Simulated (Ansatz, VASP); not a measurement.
**One calculation of PtSe, two programs**

```xyz
2
Lattice="0.0000 2.6899 2.6899 2.6899 0.0000 2.6899 2.6899 2.6899 0.0000" Properties=species:S:1:pos:R:3 pbc="T T T"
Pt    0.0000    0.0000    0.0000
Se    1.3450    1.3450    1.3450
```

Change from the starting cell: volume scaled by 0.88, LAPW.

Alike in both runs: task single point; functional PBEsol; k mesh 13 × 13 × 13; occupations fermi-dirac, width 0.1 eV; no spin polarisation.

|  | VASP | Ansatz |
| --- | --- | --- |
| version | VASP 6.6.1 | Ansatz 0.2.0 |
| potentials or method | VASP PAW PBE potentials, release 64 (Pt, Se), cutoff 520 eV | all-electron LAPW, scalar-relativistic |

|  | VASP | Ansatz | Ansatz less VASP |
| --- | --- | --- | --- |
| pressure (GPa) | 20.0 | 19.7 | -0.25 |

VASP's potentials were made for PBE, not for PBEsol. Ansatz ran all-electron here, and VASP with PAW potentials.

Spin-orbit coupling is off throughout.
